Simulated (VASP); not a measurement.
A run of VASP 6.6.1 is set up as follows.

INCAR

```
PREC = Accurate
ENCUT = 520
EDIFF = 1E-8
ISMEAR = -1
SIGMA = 0.01
LREAL = F
LASPH = T
NELM = 120
ALGO = Normal
ISIF = 2
LWAVE = F
LCHARG = F
GGA = PE
LEFG = T
NBANDS = 28
GGA_COMPAT = F
```

Contents of KPOINTS:

```
regular mesh
0
Gamma
  8 8 6
```

Contents of POSCAR:

```
SnO
1.0
    3.7259600000      0.0000000000      0.0000000000
    0.0000000000      3.7259600000      0.0000000000
    0.0000000000      0.0000000000      4.8360000000
Sn O
2 2
Direct
    0.0000000000      0.5000000000      0.2385000000
    0.5000000000      0.0000000000      0.7615000000
    0.0000000000      0.0000000000      0.0000000000
    0.5000000000      0.5000000000      0.0000000000
```

Potentials or basis: VASP PAW PBE potentials, release 64 (Sn_d, O).

The run is started by

```console
$ cat potpaw_PBE.64/Sn_d/POTCAR potpaw_PBE.64/O/POTCAR > POTCAR
$ mpirun -np 1 vasp_std > vasp.out
```

Task: Predict the band gap on the k mesh.

Result: Zero (bands 20 and 21 overlap by 0.22 eV).

Task: Predict the pressure.

Result: 9.4 GPa.

Task: Estimate the largest force.

Result: 0.977 eV/Å.

Stress tensor (GPa, compression positive):
```
10.63  0.00  0.00
 0.00 10.63  0.00
 0.00  0.00  6.85
```

Caveat: the cell differs from its parent crystal (equal xx and yy strain of -2 %); the cell stands under pressure; semilocal functionals underestimate gaps, and a narrow one can read as zero; without QUAD_EFG the Cq values of the log hold for a quadrupole moment of 1 mb, not for the nuclei; spin-orbit coupling is left out, which moves the levels of the heavy elements.
